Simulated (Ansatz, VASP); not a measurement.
NiO2 in VASP and in Ansatz

INCAR

```
PREC = Accurate
ENCUT = 700
EDIFF = 1E-6
ISMEAR = 0
SIGMA = 0.05
LREAL = F
LASPH = T
NELM = 120
ALGO = Normal
ISIF = 2
LWAVE = F
LCHARG = F
NBANDS = 22
GGA_COMPAT = F
```

File KPOINTS:

```
regular mesh
0
Gamma
  12 12 6
```

File POSCAR:

```
NiO2
1.0
    2.6872726493      0.0000000000      0.0000000000
   -1.3436363247      2.3272463812      0.0000000000
    0.0000000000      0.0000000000      4.4458238710
Ni O
1 2
Direct
    0.0000000000      0.0000000000      0.5000000000
    0.6666666667      0.3333333333      0.7186230907
    0.3333333333      0.6666666667      0.2813769093
```

Input for Ansatz:

```yaml
crystal:
  lattice:
    - [2.6872726493, 0.0, 0.0]
    - [-1.3436363247, 2.3272463812, 0.0]
    - [0.0, 0.0, 4.445823871]
  atoms:
    - { symbol: Ni, position: [0.0, 0.0, 0.5] }
    - { symbol: O, position: [0.6666666667, 0.3333333333, 0.7186230907] }
    - { symbol: O, position: [0.3333333333, 0.6666666667, 0.2813769093] }
basis:
  ecutwfc: 520.0
kpoints:
  mp_grid: { grid: [12, 12, 6] }
hamiltonian:
  xc: lda
  pseudopotentials: { kind: paw }
scf:
  occupations: { method: gaussian, width: 0.05 }
output:
  forces: true
  stress: true
  eigenvalues: true
```

Alike in both runs: task single point; functional LDA; k mesh 12 × 12 × 6; occupations gaussian, width 0.05 eV; no spin polarisation.

|  | VASP | Ansatz |
| --- | --- | --- |
| version | VASP 6.6.1 | Ansatz 0.2.0 |
| potentials or method | VASP PAW LDA potentials, release 64 (Ni_sv_GW, O), cutoff 700 eV | scalar-relativistic, plane waves, PAW |
| valence electrons in the cell | 30 | 30 |

```csv
,VASP,Ansatz,Ansatz less VASP
gap on the k mesh at the Fermi level (eV),0.88,0.90,+0.017
least direct gap on the mesh (eV),1.07,1.08,+0.012
pressure (GPa),6.7,5.6,-1.16
"traceless stress, the component that is largest in VASP (GPa)",-10.41,-9.68,+0.735
rms of the force components (eV/Å),0.087,0.149,+0.0628
```

LDA's correlation is that of Perdew and Zunger in VASP and of Perdew and Wang (1992) in Ansatz. Atom by atom the forces differ by 0.063 eV/Å (rms over components).
